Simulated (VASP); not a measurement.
# V (P6_3/mmc) in VASP: single point with r2SCAN

Aim: the single point of V with r2SCAN.

Everything below comes from runs of VASP 6.6.1. Logs are shortened: lines on timing, memory, paths and dates and some standing lists are left out, and cuts for length are marked.

**1. The cell of the first run**

Symmetry: P6_3/mmc, No. 194, hexagonal system. The conventional cell has a = 2.631 Å, b = 2.631 Å, c = 9.121 Å, α = 90.00°, β = 90.00°, γ = 120.00°. V (site symmetry -3m) has 12 V at 2.63 to 2.74 Å within 3.5 Å. Within 3.5 Å of V (site symmetry -6m2) lie 12 V at 2.63 to 2.74 Å.

This isn't the form of V at room conditions, which is bcc.

**2. Single point, r2SCAN**

POSCAR reads:

```
V
1.0
    2.6305763669      0.0000000000      0.0000000000
   -1.3152881835      2.2781459603      0.0000000000
    0.0000000000      0.0000000000      9.1208906652
V
4
Direct
    0.0000000000      0.0000000000      0.0000000000
    0.0000000000      0.0000000000      0.5000000000
    0.3333333333      0.6666666667      0.7500000000
    0.6666666667      0.3333333333      0.2500000000
```

INCAR.step1 reads:

```
SYSTEM = V
PREC = Accurate ; ENCUT = 520
ISMEAR = 0 ; SIGMA = 0.1
LREAL = .False. ; LASPH = .True.
NELM = 80 ; NBANDS = 34
GGA = PE ; ALGO = Normal
EDIFF = 1E-4 ; LWAVE = .True.
LCHARG = .False.
```

INCAR.step2 reads:

```
SYSTEM = V
PREC = Accurate ; ENCUT = 520
EDIFF = 1E-6 ; ISMEAR = 0
SIGMA = 0.1 ; LREAL = .False.
LASPH = .True. ; NELM = 80
ALGO = Normal ; ISIF = 2
LWAVE = .False. ; LCHARG = .True.
METAGGA = R2SCAN ; LMIXTAU = .True.
LELF = .True. ; LVHAR = .True.
NBANDS = 34 ; ISTART = 1
```

KPOINTS reads:

```
Automatic mesh
0
Gamma
  21 21 6
  0 0 0
```

Potentials or basis: VASP PAW PBE potentials, release 64 (V_sv).

On the command line:

```console
cat potpaw_PBE.64/V_sv/POTCAR > POTCAR
cp INCAR.step1 INCAR
mpirun -np 1 vasp_std > vasp.out
cp INCAR.step2 INCAR
mpirun -np 1 vasp_std > vasp.out
```

OUTCAR:

```text
SYSTEM = V
   PREC = Accurate
   ENCUT = 520
   EDIFF = 1E-6
   ISMEAR = 0
   LREAL = .False.
   LASPH = .True.
   NELM = 80
   ISIF = 2
   METAGGA = R2SCAN
   ISTART = 1

 ion  position               nearest neighbor table
   1  0.000  0.000  0.000-   3 2.74   4 2.74   3 2.74   4 2.74   4 2.74   3 2.74
   2  0.000  0.000  0.500-   3 2.74   4 2.74   3 2.74   4 2.74   4 2.74   3 2.74
   3  0.333  0.667  0.750-   1 2.74   2 2.74   1 2.74   2 2.74   1 2.74   2 2.74
   4  0.667  0.333  0.250-   1 2.74   2 2.74   1 2.74   2 2.74   1 2.74   2 2.74

  LATTYP: Found a hexagonal cell.
 ALAT       =     2.6305763669
 C/A-ratio  =     3.4672594113

  Lattice vectors:

 A1 = (   2.6305763669,   0.0000000000,   0.0000000000)
 A2 = (  -1.3152881835,   2.2781459603,   0.0000000000)
 A3 = (   0.0000000000,   0.0000000000,   9.1208906652)

Analysis of symmetry for initial positions (statically):
=====================================================================
 Subroutine PRICEL returns:
 Original cell was already a primitive cell.

 Routine SETGRP: Setting up the symmetry group for a
 hexagonal supercell.

 Subroutine GETGRP returns: Found 24 space group operations
 (whereof 12 operations were pure point group operations)
 out of a pool of 24 trial point group operations.

The static configuration has the point symmetry D_3d.
 The point group associated with its full space group is D_6h.

Analysis of symmetry for dynamics (positions and initial velocities):
=====================================================================
 Subroutine PRICEL returns:
 Original cell was already a primitive cell.

 Routine SETGRP: Setting up the symmetry group for a
 hexagonal supercell.

 Subroutine GETGRP returns: Found 24 space group operations
 (whereof 12 operations were pure point group operations)
 out of a pool of 24 trial point group operations.

The dynamic configuration has the point symmetry D_3d.
 The point group associated with its full space group is D_6h.

 Subroutine INISYM returns: Found 24 space group operations
 (whereof 12 operations are pure point group operations),
 and found     1 'primitive' translations

----------------------------------------------------------------------------------------

                                     Primitive cell

  volume of cell :      54.6600

  direct lattice vectors                    reciprocal lattice vectors
     2.630576367  0.000000000  0.000000000     0.380144828  0.219476719  0.000000000
    -1.315288184  2.278145960  0.000000000     0.000000000  0.438953437  0.000000000
     0.000000000  0.000000000  9.120890665     0.000000000  0.000000000  0.109638415

  length of vectors
     2.630576367  2.630576367  9.120890665     0.438953437  0.438953437  0.109638415

  position of ions in fractional coordinates (direct lattice)
     0.000000000  0.000000000  0.000000000
     0.000000000  0.000000000  0.500000000
     0.333333333  0.666666667  0.750000000
     0.666666667  0.333333333  0.250000000

  ion indices of the primitive-cell ions
   primitive index   ion index
                 1           1
                 2           2
                 3           3
                 4           4

----------------------------------------------------------------------------------------

 KPOINTS: Automatic mesh

Automatic generation of k-mesh.
 Grid dimensions read from file:
 generate k-points for:   21   21    6

 Generating k-lattice:

  Cartesian coordinates                     Fractional coordinates (reciprocal lattice)
     0.018102135  0.010451272  0.000000000     0.047619048  0.000000000  0.000000000
     0.000000000  0.020902545  0.000000000     0.000000000  0.047619048  0.000000000
     0.000000000  0.000000000  0.018273069     0.000000000  0.000000000  0.166666667

  Length of vectors
     0.020902545  0.020902545  0.018273069

  Shift w.r.t. Gamma in fractional coordinates (k-lattice)
     0.000000000  0.000000000  0.000000000

 Subroutine IBZKPT returns following result:
 ===========================================

 Found    192 irreducible k-points:

 Following reciprocal coordinates:
            Coordinates               Weight
  0.000000  0.000000  0.000000      1.000000
  0.047619  0.000000  0.000000      6.000000
  0.095238  0.000000  0.000000      6.000000
  0.142857  0.000000  0.000000      6.000000
  0.190476  0.000000  0.000000      6.000000
  0.238095  0.000000  0.000000      6.000000
[... 16 lines left out ...]
  0.142857  0.095238  0.000000     12.000000
  0.190476  0.095238  0.000000     12.000000
 [... further k-points ...]
   k-points           NKPTS =    192   k-points in BZ     NKDIM =    192   number of bands    NBANDS=     34
   number of dos      NEDOS =    301   number of ions     NIONS =      4
   total plane-waves  NPLWV =  28000
   dimension x,y,z NGX =    20 NGY =   20 NGZ =   70
   dimension x,y,z NGXF=    40 NGYF=   40 NGZF=  140
   ions per type =               4
   NGX,Y,Z   is equivalent  to a cutoff of  12.64, 12.64, 12.76 a.u.
   NGXF,Y,Z  is equivalent  to a cutoff of  25.28, 25.28, 25.52 a.u.
 SYSTEM =  V
   PREC   = accura    normal or accurate (medium, high low for compatibility)
   ISTART =      1    job   : 0-new  1-cont  2-samecut
   ICHARG =      0    charge: 1-file 2-atom 10-const
   ISPIN  =      1    spin polarized calculation?
   LNONCOLLINEAR =      F non collinear calculations
   LSORBIT =      F    spin-orbit coupling
   LASPH  =      T    aspherical Exc in radial PAW
   ENCUT  =  520.0 eV  38.22 Ry    6.18 a.u.   4.89  4.89 16.96*2*pi/ulx,y,z
   NELM   =     80;   NELMIN=  2; NELMDL=  0     # of ELM steps
   EDIFF  = 0.1E-05   stopping-criterion for ELM
   LREAL  =      F    real-space projection
   EDIFFG = 0.1E-04   stopping-criterion for IOM
   NSW    =      0    number of steps for IOM
   IBRION =     -1    ionic relax: 0-MD 1-quasi-New 2-CG
   NFREE  =      0    steps in history (QN), initial steepest desc. (CG)
   ISIF   =      2    stress and relaxation
   ISYM   =      2    0-nonsym 1-usesym 2-fastsym
   POTIM  = 0.5000    time-step for ionic-motion
   TEBEG  =    0.0;   TEEND  =   0.0 temperature during run
   PSTRESS=    0.0 pullay stress
   NELECT =      52.0000    total number of electrons
   NUPDOWN=      -1.0000    fix difference up-down
   EMIN   =  10.00;   EMAX   =-10.00  energy-range for DOS
   EFERMI =   0.00;   METHOD = LEGACY
   ISMEAR =     0;   SIGMA  =   0.10  broadening in eV -4-tet -1-fermi 0-gaus
   EFERMI_NEDOS =   21; number of points for ismear=-14 and -15
   IALGO  =     38    algorithm
   IMIX   =      4    mixing-type and parameters
     AMIX     =   0.40;   BMIX     =  1.00
     AMIX_MAG =   1.60;   BMIX_MAG =  1.00
  volume/ion in A,a.u.               =      13.67        92.22
  Fermi-wavevector in a.u.,A,eV,Ry     =   1.610099  3.042647 35.272020  2.592420
  Thomas-Fermi vector in A             =   2.705704
   LORBIT       =      0    0 simple, 1 ext, 2 COOP (PROOUT), +10 PAW based schemes
   METAGGA = R2SCAN    functional components
   LHFCALC =     F    Hartree Fock is set to
   AEXX    =    0.0000 exact exchange contribution
   IVDW    =     0    specifies the selected vdW correction
   LEPSILON=     F    determine dielectric tensor
   LRPA    =     F    only Hartree local field effects (RPA)
 non-spin polarized calculation
 Gauss-broadening in eV      SIGMA  =   0.10
  energy-cutoff  :      520.00
  volume of cell :       54.66
 maximum number of plane-waves:      1504
 NGX is ok and might be reduce to    20
   NGX =  9   NGY =  9   NGZ = 33

 number of electron      52.0000027 magnetization

 Free energy of the ion-electron system (eV)
  ---------------------------------------------------
  ext. energy  EPLUGINS =         0.00000000
  ---------------------------------------------------
  free energy    TOTEN  =       -55.57177864 eV

  energy without entropy =      -55.54490872  energy(sigma->0) =      -55.55834368

 E-fermi :   9.8667     XC(G=0): -13.9700

 val. band max:        9.8612938504   @ k =   0.3810   0.0952   0.3333
 cond. band min:       9.8667851250   @ k =   0.3810   0.1905   0.5000
 fundamental gap:      0.0054912746
 Fermi energy:         9.8667379761

 k-point     1 :       0.0000    0.0000    0.0000
  band No.  band energies     occupation
      1     -56.8268      2.00000
      2     -56.7745      2.00000
      3     -56.7286      2.00000
      4     -56.6754      2.00000
      5     -29.8369      2.00000
      6     -29.4567      2.00000
[... 26 lines left out ...]
     33      11.8636      0.00000
     34      11.8637      0.00000

 k-point     2 :       0.0476    0.0000    0.0000
  band No.  band energies     occupation
      1     -56.8228      2.00000
      2     -56.7711      2.00000
      3     -56.7253      2.00000
      4     -56.6727      2.00000
      5     -29.8302      2.00000
      6     -29.4563      2.00000
[... 26 lines left out ...]
     33      11.7824      0.00000
     34      11.8086      0.00000

 k-point     3 :       0.0952    0.0000    0.0000
  band No.  band energies     occupation
      1     -56.8111      2.00000
      2     -56.7614      2.00000
      3     -56.7156      2.00000
      4     -56.6651      2.00000
      5     -29.8104      2.00000
      6     -29.4567      2.00000
[... 26 lines left out ...]
     33      11.5910      0.00000
     34      11.6741      0.00000

 k-point     4 :       0.1429    0.0000    0.0000
  band No.  band energies     occupation
      1     -56.7926      2.00000
      2     -56.7461      2.00000
      3     -56.7003      2.00000
      4     -56.6531      2.00000
      5     -29.7786      2.00000
      6     -29.4634      2.00000
[... 26 lines left out ...]
     33      11.3352      0.00000
     34      11.5086      0.00000

 k-point     5 :       0.1905    0.0000    0.0000
  band No.  band energies     occupation
      1     -56.7687      2.00000
      2     -56.7266      2.00000
      3     -56.6808      2.00000
      4     -56.6381      2.00000
      5     -29.7369      2.00000
      6     -29.4887      2.00000
[... 621 lines left out ...]
 k-point    22 :       0.0952    0.0952    0.0000
  band No.  band energies     occupation
      1     -56.7820      2.00000
      2     -56.7375      2.00000
      3     -56.6917      2.00000
      4     -56.6465      2.00000
      5     -29.7602      2.00000
      6     -29.4711      2.00000
[... 26 lines left out ...]
     33      11.1753      0.00000
     34      11.5322      0.00000

 k-point    23 :       0.1429    0.0952    0.0000
  band No.  band energies     occupation
      1     -56.7590      2.00000
      2     -56.7188      2.00000
      3     -56.6730      2.00000
      4     -56.6322      2.00000
      5     -29.7195      2.00000
      6     -29.5025      2.00000
[... 26 lines left out ...]
     33      11.4662      0.00000
     34      11.5325      0.00000

 k-point    24 :       0.1905    0.0952    0.0000
  band No.  band energies     occupation
      1     -56.7327      2.00000
      2     -56.6977      2.00000
      3     -56.6519      2.00000
      4     -56.6165      2.00000
      5     -29.6726      2.00000
      6     -29.5612      2.00000
[... 26 lines left out ...]
     33      11.8131      0.00000
     34      11.9251      0.00000

 [... further k-points ...]
[... 5 lines left out ...]
  --------------------------------------------------------------------------------------
  -------------------------------------------------------------------------------------
  Total        0.2189173      0.2189173      0.1898147     -0.0000000     -0.0000000      0.0000000
  in kB        6.4168368      6.4168368      5.5637891     -0.0000000     -0.0000000      0.0000000
  external PRESSURE =       6.1324876 kB  Pullay stress =       0.0000000 kB

 VOLUME and BASIS-vectors are now :
 -----------------------------------------------------------------------------
  energy-cutoff  :      520.00
  volume of cell :       54.66
      direct lattice vectors                 reciprocal lattice vectors
     2.630576367  0.000000000  0.000000000     0.380144828  0.219476719  0.000000000
    -1.315288184  2.278145960  0.000000000     0.000000000  0.438953437  0.000000000
     0.000000000  0.000000000  9.120890665     0.000000000  0.000000000  0.109638415

 POSITION                                       TOTAL-FORCE (eV/Angst)
 -----------------------------------------------------------------------------------
      0.00000      0.00000      0.00000        -0.000000      0.000000     -0.000000
      0.00000      0.00000      4.56045        -0.000000      0.000000     -0.000000
     -0.00000      1.51876      6.84067         0.000000     -0.000000      0.000000
      1.31529      0.75938      2.28022        -0.000000      0.000000      0.000000
 -----------------------------------------------------------------------------------
    total drift:                                0.000000     -0.000000      0.000000

  FREE ENERGIE OF THE ION-ELECTRON SYSTEM (eV)
  ---------------------------------------------------
  free  energy   TOTEN  =       -55.5717786441 eV

  energy  without entropy=      -55.5449087186  energy(sigma->0) =      -55.55834368
```

Run time: 13 min. Hardware: 1 thread of Intel Xeon 6975P-C (Granite Rapids), shared host; peak memory 0.35 GiB.

What came out:

- Free energy: -55.5718 eV
- Pressure: 0.6 GPa
- Band gap on the k mesh: zero (bands 26 and 27 overlap by 1.01 eV)

Caveat: the PAW data sets were made with another functional, which shifts forces and pressure a little.
